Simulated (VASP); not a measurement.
Input of a VASP 6.6.1 run:

File INCAR:

```
SYSTEM = Hf
PREC = Accurate ; ENCUT = 520
EDIFF = 1E-6 ; ISMEAR = 0
SIGMA = 0.15 ; LREAL = .False.
LASPH = .True. ; NELM = 80
ALGO = Fast ; ISIF = 2
LWAVE = .False. ; LCHARG = .False.
GGA = PE ; NBANDS = 17
```

Contents of KPOINTS:

```
Automatic mesh
0
Gamma
  18 18 10
  0 0 0
```

The input POSCAR:

```
Hf
1.0
    3.4364509135      0.0000000000      0.0000000000
   -1.7182254568      2.5607904704      0.0000000000
    0.0000000000      0.0000000000      5.0578000000
Hf
2
Direct
    0.3333333333      0.6666666667      0.2500000000
    0.6666666667      0.3333333333      0.7500000000
```

Potentials or basis: VASP PAW PBE potentials, release 64 (Hf_pv).

The run is started by

```bash
$ cat potpaw_PBE.64/Hf_pv/POTCAR > POTCAR
$ mpirun -np 1 vasp_std > vasp.out
```

(1) What does it give for the largest force?

(2) Predict the band gap on the k mesh.

Results:

(1) 0.453 eV/Å.

(2) zero (bands 10 and 11 overlap by 1.07 eV).

Caveat: the cell differs from its parent crystal (strain +0.0750 x Voigt [1, -1, 0, 0, 0, 0]); spin-orbit coupling is left out, which moves the levels of the heavy elements.
